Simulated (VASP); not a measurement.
Write the native input for VASP 6.6.1 that does the following.

```
Task                   : single point
Functional             : PBE
Potentials or basis    : VASP PAW PBE potentials, release 64 (Co, Si)
Cutoff                 : 520 eV
k mesh                 : 6 × 6 × 4
Occupations            : gaussian, width 0.1 eV
Spin                   : no spin polarisation
Dipole correction      : no
Further INCAR settings : ALGO = Normal; EDIFF = 1e-06; NBANDS = 23
```

The structure of Co2Si3 lies in POSCAR:

```
Co2Si3
1.0
    3.8358164900      0.0000000000      0.0000000000
   -1.9179082450      3.3219145246      0.0000000000
    0.0000000000      0.0000000000      4.6848755824
Co Si
2 3
Direct
    0.3333333333      0.6666666667      0.1582096384
    0.6666666667      0.3333333333      0.8417903616
    0.0000000000      0.0000000000      0.0000000000
    0.3333333333      0.6666666667      0.6450783458
    0.6666666667      0.3333333333      0.3549216542
```

One way to write it, as run:

INCAR

```
PREC = Accurate
ENCUT = 520
EDIFF = 1E-6
ISMEAR = 0
SIGMA = 0.1
LREAL = F
LASPH = T
NELM = 100
ALGO = Normal
ISIF = 2
LWAVE = F
LCHARG = F
GGA = PE
NBANDS = 23
```

KPOINTS

```
Automatic mesh
0
Gamma
  6 6 4
```

Potentials or basis: VASP PAW PBE potentials, release 64 (Co, Si).

Launch:

```bash
$ cat potpaw_PBE.64/Co/POTCAR potpaw_PBE.64/Si/POTCAR > POTCAR
$ mpirun -np 1 vasp_std > vasp.out
```

Results of the run:

The pressure is -0.1 GPa. The largest force is 0.010 eV/Å. The band gap on the k mesh is zero (band 15 reaches 12.43 eV, above the bottom of band 16 at 11.48 eV).

Run time: 18 s on 1 thread of AMD EPYC 9R45 96-Core Processor (Zen 5), with other jobs on the host, peak memory 0.15 GiB.
